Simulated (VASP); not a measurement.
# C (Fm-3m) in VASP: notebook

Runs on C. Level: LDA. Tasks: relaxation of cell and atoms.

Program: VASP 6.6.1. These are calculated values, not measurements. Logs are shortened: lines on timing, memory, paths and dates and some standing lists are left out, and cuts for length are marked.

## Step 1: The cell of the first run

The structure is cubic, space group Fm-3m (No. 225). The conventional cell has a = 2.412 Å, b = 2.412 Å, c = 2.412 Å, α = 90.00°, β = 90.00°, γ = 90.00°. C (site symmetry m-3m) has 12 C at 1.71 Å within 2.3 Å.

## Step 2: Relaxation of cell and atoms, LDA, target pressure 390 GPa, at which the enthalpy is minimised

File INCAR:

```
PREC = Accurate
ENCUT = 600
EDIFF = 1E-7
ISMEAR = -1
SIGMA = 0.1
LREAL = F
LASPH = T
NELM = 60
ALGO = Normal
ISIF = 3
LWAVE = F
LCHARG = F
GGA = CA
IBRION = 2
NSW = 60
EDIFFG = -0.005
PSTRESS = 3900.0
```

File KPOINTS:

```
regular mesh
0
Gamma
  28 28 28
```

File POSCAR:

```
C
1.0
    0.0000000000      1.2057803720      1.2057803720
    1.2057803720      0.0000000000      1.2057803720
    1.2057803720      1.2057803720      0.0000000000
C
1
Direct
    0.0000000000      0.0000000000      0.0000000000
```

Potentials or basis: VASP PAW LDA potentials, release 64 (C).

The run is started by

```bash
$ cat potpaw_LDA.64/C/POTCAR > POTCAR
$ mpirun -np 1 vasp_std > vasp.out
```

OUTCAR:

```text
PREC = Accurate
   ENCUT = 600
   EDIFF = 1E-7
   ISMEAR = -1
   LREAL = F
   LASPH = T
   NELM = 60
   ISIF = 3
   GGA = CA
   IBRION = 2
   NSW = 60
   EDIFFG = -0.005
   PSTRESS = 3900.0

 ion  position               nearest neighbor table
   1  0.000  0.000  0.000-

  LATTYP: Found a face centered cubic cell.
 ALAT       =     2.4115607440

  Lattice vectors:

 A1 = (   0.0000000000,   1.2057803720,   1.2057803720)
 A2 = (   1.2057803720,   0.0000000000,   1.2057803720)
 A3 = (   1.2057803720,   1.2057803720,   0.0000000000)

Analysis of symmetry for initial positions (statically):
=====================================================================
 Subroutine PRICEL returns:
 Original cell was already a primitive cell.

 Routine SETGRP: Setting up the symmetry group for a
 face centered cubic supercell.

 Subroutine GETGRP returns: Found 48 space group operations
 (whereof 48 operations were pure point group operations)
 out of a pool of 48 trial point group operations.

The static configuration has the point symmetry O_h .

Analysis of symmetry for dynamics (positions and initial velocities):
=====================================================================
 Subroutine PRICEL returns:
 Original cell was already a primitive cell.

 Routine SETGRP: Setting up the symmetry group for a
 face centered cubic supercell.

 Subroutine GETGRP returns: Found 48 space group operations
 (whereof 48 operations were pure point group operations)
 out of a pool of 48 trial point group operations.

The dynamic configuration has the point symmetry O_h .

 Subroutine INISYM returns: Found 48 space group operations
 (whereof 48 operations are pure point group operations),
 and found     1 'primitive' translations

----------------------------------------------------------------------------------------

                                     Primitive cell

  volume of cell :       3.5062

  direct lattice vectors                    reciprocal lattice vectors
     0.000000000  1.205780372  1.205780372    -0.414669215  0.414669215  0.414669215
     1.205780372  0.000000000  1.205780372     0.414669215 -0.414669215  0.414669215
     1.205780372  1.205780372  0.000000000     0.414669215  0.414669215 -0.414669215

  length of vectors
     1.705230955  1.705230955  1.705230955     0.718228148  0.718228148  0.718228148

  position of ions in fractional coordinates (direct lattice)
     0.000000000  0.000000000  0.000000000

  ion indices of the primitive-cell ions
   primitive index   ion index
                 1           1

----------------------------------------------------------------------------------------

 KPOINTS: regular mesh

Automatic generation of k-mesh.
 Grid dimensions read from file:
 generate k-points for:   28   28   28

 Generating k-lattice:

  Cartesian coordinates                     Fractional coordinates (reciprocal lattice)
    -0.014809615  0.014809615  0.014809615     0.035714286  0.000000000  0.000000000
     0.014809615 -0.014809615  0.014809615     0.000000000  0.035714286  0.000000000
     0.014809615  0.014809615 -0.014809615     0.000000000  0.000000000  0.035714286

  Length of vectors
     0.025651005  0.025651005  0.025651005

  Shift w.r.t. Gamma in fractional coordinates (k-lattice)
     0.000000000  0.000000000  0.000000000

 Subroutine IBZKPT returns following result:
 ===========================================

 Found    624 irreducible k-points:

 Following reciprocal coordinates:
            Coordinates               Weight
  0.000000  0.000000  0.000000      1.000000
  0.035714  0.000000  0.000000      8.000000
  0.071429  0.000000  0.000000      8.000000
  0.107143  0.000000  0.000000      8.000000
  0.142857  0.000000  0.000000      8.000000
  0.178571  0.000000  0.000000      8.000000
[... 16 lines left out ...]
  0.285714  0.035714  0.000000     24.000000
  0.321429  0.035714  0.000000     24.000000
 [... further k-points ...]
   k-points           NKPTS =    624   k-points in BZ     NKDIM =    624   number of bands    NBANDS=      6
   number of dos      NEDOS =    301   number of ions     NIONS =      1
   total plane-waves  NPLWV =   2744
   dimension x,y,z NGX =    14 NGY =   14 NGZ =   14
   dimension x,y,z NGXF=    28 NGYF=   28 NGZF=   28
   ions per type =               1
   NGX,Y,Z   is equivalent  to a cutoff of  13.65, 13.65, 13.65 a.u.
   NGXF,Y,Z  is equivalent  to a cutoff of  27.30, 27.30, 27.30 a.u.
 SYSTEM =  unknown system
   PREC   = accura    normal or accurate (medium, high low for compatibility)
   ISTART =      0    job   : 0-new  1-cont  2-samecut
   ICHARG =      2    charge: 1-file 2-atom 10-const
   ISPIN  =      1    spin polarized calculation?
   LNONCOLLINEAR =      F non collinear calculations
   LSORBIT =      F    spin-orbit coupling
   LASPH  =      T    aspherical Exc in radial PAW
   ENCUT  =  600.0 eV  44.10 Ry    6.64 a.u.   3.41  3.41  3.41*2*pi/ulx,y,z
   NELM   =     60;   NELMIN=  2; NELMDL= -5     # of ELM steps
   EDIFF  = 0.1E-06   stopping-criterion for ELM
   LREAL  =      F    real-space projection
   EDIFFG = -.5E-02   stopping-criterion for IOM
   NSW    =     60    number of steps for IOM
   IBRION =      2    ionic relax: 0-MD 1-quasi-New 2-CG
   NFREE  =      1    steps in history (QN), initial steepest desc. (CG)
   ISIF   =      3    stress and relaxation
   ISYM   =      2    0-nonsym 1-usesym 2-fastsym
   POTIM  = 0.5000    time-step for ionic-motion
   TEBEG  =    0.0;   TEEND  =   0.0 temperature during run
   PSTRESS= 3900.0 pullay stress
   NELECT =       4.0000    total number of electrons
   NUPDOWN=      -1.0000    fix difference up-down
   EMIN   =  10.00;   EMAX   =-10.00  energy-range for DOS
   EFERMI =   0.00;   METHOD = LEGACY
   ISMEAR =    -1;   SIGMA  =   0.10  broadening in eV -4-tet -1-fermi 0-gaus
   EFERMI_NEDOS =   21; number of points for ismear=-14 and -15
   IALGO  =     38    algorithm
   IMIX   =      4    mixing-type and parameters
     AMIX     =   0.40;   BMIX     =  1.00
     AMIX_MAG =   1.60;   BMIX_MAG =  1.00
  volume/ion in A,a.u.               =       3.51        23.66
  Fermi-wavevector in a.u.,A,eV,Ry     =   1.710606  3.232576 39.812992  2.926172
  Thomas-Fermi vector in A             =   2.788874
   LORBIT       =      0    0 simple, 1 ext, 2 COOP (PROOUT), +10 PAW based schemes
   GGA     = CA    functional components
   LHFCALC =     F    Hartree Fock is set to
   AEXX    =    0.0000 exact exchange contribution
   IVDW    =     0    specifies the selected vdW correction
   LEPSILON=     F    determine dielectric tensor
   LRPA    =     F    only Hartree local field effects (RPA)
 conjugate gradient relaxation of ions
 non-spin polarized calculation
  energy-cutoff  :      600.00
  volume of cell :        3.51
 maximum number of plane-waves:       125
 NGX is ok and might be reduce to    14
   NGX =  7   NGY =  7   NGZ =  7

--------------------------------------- Ionic step        1  -------------------------------------------

 number of electron       4.0000000 magnetization

 Free energy of the ion-electron system (eV)
  ---------------------------------------------------
  ext. energy  EPLUGINS =         0.00000000
  ---------------------------------------------------
  free energy    TOTEN  =        -3.07025052 eV

  energy without entropy =       -3.06160891  energy(sigma->0) =       -3.06592972

------------------------ aborting loop because EDIFF is reached ----------------------------------------

  FORCE on cell =-STRESS in cart. coord.  units (eV):
  Direction    XX          YY          ZZ          XY          YZ          ZX
  --------------------------------------------------------------------------------------
  -------------------------------------------------------------------------------------
  Total        8.4763400      8.4763400      8.4763400     -0.0000000     -0.0000000     -0.0000000
  in kB     3873.3284684   3873.3284684   3873.3284684     -0.0000000     -0.0000000     -0.0000000
  external PRESSURE =     -26.6715316 kB  Pullay stress =    3900.0000000 kB

 VOLUME and BASIS-vectors are now :
 -----------------------------------------------------------------------------
  energy-cutoff  :      600.00
  volume of cell :        3.51
      direct lattice vectors                 reciprocal lattice vectors
     0.000000000  1.205780372  1.205780372    -0.414669215  0.414669215  0.414669215
     1.205780372  0.000000000  1.205780372     0.414669215 -0.414669215  0.414669215
     1.205780372  1.205780372  0.000000000     0.414669215  0.414669215 -0.414669215
[... 44 lines left out ...]
  FREE ENERGIE OF THE ION-ELECTRON SYSTEM (eV)
  ---------------------------------------------------
  free  energy   TOTEN  =        -2.9978746855 eV

  energy  without entropy=       -2.9894360847  energy(sigma->0) =       -2.99365539

  enthalpy is  TOTEN    =         5.4649394854 eV   P V=        8.4628141709

--------------------------------------- Ionic step        3  -------------------------------------------

 number of electron       4.0000000 magnetization

 Free energy of the ion-electron system (eV)
  ---------------------------------------------------
  ext. energy  EPLUGINS =         0.00000000
  ---------------------------------------------------
  free energy    TOTEN  =        -3.05207230 eV

  energy without entropy =       -3.04347555  energy(sigma->0) =       -3.04777392

 E-fermi :  21.8833     XC(G=0): -16.4997

 val. band max:       21.8832843396   @ k =   0.3929   0.3929   0.0000
 cond. band min:      21.8833533879   @ k =  -0.4286   0.3571   0.1071
 fundamental gap:      0.0000690482
 Fermi energy:        21.8833367518

 k-point     1 :       0.0000    0.0000    0.0000
  band No.  band energies     occupation
      1     -10.3686      2.00000
      2      36.7111      0.00000
      3      36.7111      0.00000
      4      36.7111      0.00000
      5      63.3311      0.00000
      6      63.3311      0.00000

 k-point     2 :       0.0357    0.0000    0.0000
  band No.  band energies     occupation
      1     -10.2905      2.00000
      2      36.3900      0.00000
      3      36.6419      0.00000
      4      36.6419      0.00000
      5      62.2667      0.00000
      6      63.4974      0.00000
[... 181 lines left out ...]
 k-point    23 :       0.2857    0.0357    0.0000
  band No.  band energies     occupation
      1      -5.7334      2.00000
      2      22.2034      0.07830
      3      33.4447      0.00000
      4      34.6658      0.00000
      5      58.8066      0.00000
      6      61.4213      0.00000

 k-point    24 :       0.3214    0.0357    0.0000
  band No.  band energies     occupation
      1      -4.4819      2.00000
      2      19.4330      2.00000
      3      33.1348      0.00000
      4      34.2436      0.00000
      5      59.1202      0.00000
      6      60.8099      0.00000

 [... further k-points ...]

------------------------ aborting loop because EDIFF is reached ----------------------------------------

  FORCE on cell =-STRESS in cart. coord.  units (eV):
  Direction    XX          YY          ZZ          XY          YZ          ZX
  --------------------------------------------------------------------------------------
  -------------------------------------------------------------------------------------
  Total        8.5161796      8.5161796      8.5161796      0.0000000     -0.0000000      0.0000000
  in kB     3899.8684788   3899.8684788   3899.8684788      0.0000000     -0.0000000      0.0000000
  external PRESSURE =      -0.1315212 kB  Pullay stress =    3900.0000000 kB

 VOLUME and BASIS-vectors are now :
 -----------------------------------------------------------------------------
  energy-cutoff  :      600.00
  volume of cell :        3.50
      direct lattice vectors                 reciprocal lattice vectors
    -0.000000000  1.204920738  1.204920738    -0.414965055  0.414965055  0.414965055
     1.204920738 -0.000000000  1.204920738     0.414965055 -0.414965055  0.414965055
     1.204920738  1.204920738  0.000000000     0.414965055  0.414965055 -0.414965055

 POSITION                                       TOTAL-FORCE (eV/Angst)
 -----------------------------------------------------------------------------------
     -0.00000      0.00000      0.00000        -0.000000      0.000000      0.000000
 -----------------------------------------------------------------------------------
    total drift:                                0.000000     -0.000000      0.000000

  FREE ENERGIE OF THE ION-ELECTRON SYSTEM (eV)
  ---------------------------------------------------
  free  energy   TOTEN  =        -3.0520722966 eV

  energy  without entropy=       -3.0434755480  energy(sigma->0) =       -3.04777392

  enthalpy is  TOTEN    =         5.4643944916 eV   P V=        8.5164667883

 reached required accuracy - stopping structural energy minimisation
```

It took 50 s on 1 thread of AMD EPYC, shared host; peak memory 0.08 GiB.

Results:

```yaml
Free_energy: -3.0521 eV
Relaxed_volume: 3.50 Å³/atom
Relaxed_cell: a = 1.704 Å, b = 1.704 Å, c = 1.704 Å, α = 60.00°, β = 60.00°, γ = 60.00°
Space_group_after_relaxing_to_0.1_Å: Fm-3m (No. 225)
Energy_change_on_relaxing_the_run_minimises_the_enthalpy: +18.2 meV/atom
Ionic_steps: 3
Pressure_after_relaxing: 390.0 GPa
Band_gap_on_the_k_mesh: zero (bands 2 and 3 overlap by 20.15 eV)
```

Step by step:
```csv
step,energy change (eV),largest force (eV/Å),pressure (GPa),volume (Å³)
1,0.0000,0.0000,387.33,3.51
2,0.0724,0.0000,397.97,3.48
3,0.0182,0.0000,389.99,3.50
```

Final structure:
```
CELL_PARAMETERS angstrom
0.00000 1.20492 1.20492
1.20492 0.00000 1.20492
1.20492 1.20492 0.00000
ATOMIC_POSITIONS crystal
C 0.00000 0.00000 0.00000
```

Levels at points of the mesh, in eV from the Fermi level:
| k point | band 1 | band 2 | band 3 | band 4 | band 5 |
| --- | --- | --- | --- | --- | --- |
| (0.00, 0.00, 0.00) | -32.25 | 14.83 | 14.83 | 14.83 | 41.45 |
| (0.50, 0.00, 0.00) | -19.38 | -13.53 | 11.05 | 11.05 | 36.95 |
| (0.50, 0.50, 0.00) | -15.64 | -5.89 | 2.15 | 2.15 | 18.37 |

Caveat: the cell is relaxed towards a set pressure, so the run minimises the enthalpy, not the energy.

## Step 3: Relaxation of cell and atoms, LDA, target pressure 390 GPa, at which the enthalpy is minimised

This run uses another cell than the first one, of 3.50 Å³/atom.

File INCAR:

```
PREC     = Accurate       # precision mode
ENCUT    = 600            # plane-wave cutoff, eV
EDIFF    = 1E-6           # SCF threshold, eV
ISMEAR   = -1             # smearing method
SIGMA    = 0.1            # smearing width, eV
LREAL    = False          # projectors in reciprocal space
LASPH    = True           # aspherical terms in the spheres
NELM     = 100            # most SCF steps
ALGO     = Normal         # electronic algorithm
ISIF     = 3              # what is computed and relaxed
LWAVE    = False          # write WAVECAR
LCHARG   = False          # write CHGCAR
IBRION   = 2              # ionic algorithm
NSW      = 32             # ionic steps
EDIFFG   = -0.005         # ionic threshold
PSTRESS  = 3900.0
```

KPOINTS is that of step 2.

File POSCAR:

```
C
1.0
    0.0000000000      1.2045845243      1.2045845243
    1.2045845243      0.0000000000      1.2045845243
    1.2045845243      1.2045845243      0.0000000000
C
1
Direct
    0.0000000000      0.0000000000      0.0000000000
```

Potentials or basis: VASP PAW LDA potentials, release 64 (C).

The run is started by

```bash
$ cat potpaw_LDA.64/C/POTCAR > POTCAR
$ mpirun -np 1 vasp_std > vasp.out
```

Run time: 46 s. Hardware: 1 thread of AMD EPYC, shared host; peak memory 0.08 GiB.

The run converged. Its results:

| Property | Result |
| --- | --- |
| Free energy | -3.0520 eV |
| Relaxed volume | 3.50 Å³/atom |
| Relaxed cell | a = 1.704 Å, b = 1.704 Å, c = 1.704 Å, α = 60.00°, β = 60.00°, γ = 60.00° |
| Space group after relaxing (to 0.1 Å) | Fm-3m (No. 225) |
| Energy change on relaxing (the run minimises the enthalpy) | -7.2 meV/atom |
| Ionic steps | 3 |
| Pressure after relaxing | 390.0 GPa |
| Band gap on the k mesh | zero (bands 2 and 3 overlap by 20.15 eV) |

Step by step:
```
step  energy change (eV)  largest force (eV/Å)  pressure (GPa)  volume (Å³)
   1              0.0000                0.0000          391.05         3.50
   2             -0.0282                0.0000          386.92         3.51
   3             -0.0072                0.0000          390.00         3.50
```

Final structure:
```
C
1.0
     0.00000    1.20492    1.20492
     1.20492    0.00000    1.20492
     1.20492    1.20492    0.00000
C
1
Direct
  0.00000 0.00000 0.00000
```

Levels at points of the mesh, in eV from the Fermi level:
```tsv
k point	band 1	band 2	band 3	band 4	band 5
(0.00, 0.00, 0.00)	-32.25	14.83	14.83	14.83	41.45
(0.50, 0.00, 0.00)	-19.38	-13.53	11.05	11.05	36.95
(0.50, 0.50, 0.00)	-15.64	-5.89	2.15	2.15	18.37
```

Caveat: the cell is relaxed towards a set pressure, so the run minimises the enthalpy, not the energy.
